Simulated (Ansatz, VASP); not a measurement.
**One calculation of Pt, two programs**

```xyz
6
Lattice="2.8080 0.0000 0.0000 0.0000 2.8080 0.0000 0.0000 0.0000 25.9278" Properties=species:S:1:pos:R:3 pbc="T T T"
Pt    0.7020    0.7020    8.0567
Pt    2.1060    2.1060    9.9938
Pt    0.7020    0.7020   11.9707
Pt    2.1060    2.1060   13.9571
Pt    0.7020    0.7020   15.9340
Pt    2.1060    2.1060   17.8711
```

Alike in both runs: functional PBE; k mesh 12 × 12 × 1; occupations fermi-dirac, width 0.08 eV; no spin polarisation.

Ansatz relaxed the structure, and its values are those at the end. VASP's run is a single point on that final structure, the one shown.

|  | VASP | Ansatz |
| --- | --- | --- |
| version | VASP 6.6.1 | Ansatz 0.2.0 |
| potentials or method | VASP PAW PBE potentials, release 64 (Pt), cutoff 520 eV | all-electron LAPW, scalar-relativistic |

|  | VASP | Ansatz | Ansatz less VASP |
| --- | --- | --- | --- |
| rms of the force components (eV/Å) | 0.006 | 0.001 | -0.0051 |

Ansatz ran all-electron here, and VASP with PAW potentials.

Neither program's run includes spin-orbit coupling.
